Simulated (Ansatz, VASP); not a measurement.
## One calculation of Ge, two programs

```
Ge
1.0
     0.00000    2.69168    3.22893
     2.69168    0.00000    3.22893
     2.69168    2.69168    0.00000
Ge
2
Cartesian
  2.6917 2.6917 3.2289
  4.0375 4.0375 4.8434
```

Alike in both runs: task single point; functional LDA; k mesh 16 × 16 × 16; occupations gaussian, width 0.15 eV; no spin polarisation.

|  | VASP | Ansatz |
| --- | --- | --- |
| version | VASP 6.6.1 | Ansatz 0.2.0 |
| potentials or method | VASP PAW LDA potentials, release 64 (Ge_d), cutoff 520 eV | scalar-relativistic, plane waves, PAW |
| valence electrons in the cell | 28 | 28 |

```tsv
	VASP	Ansatz	Ansatz less VASP
gap on the k mesh at the Fermi level (eV)	none	none	-
pressure (GPa)	-2.8	-2.9	-0.09
traceless stress, the component that is largest in VASP (GPa)	-9.60	-9.56	+0.040
```

LDA's correlation is that of Perdew and Zunger in VASP and of Perdew and Wang (1992) in Ansatz. A gap of «none» marks a metal or a gap that the smearing closes.
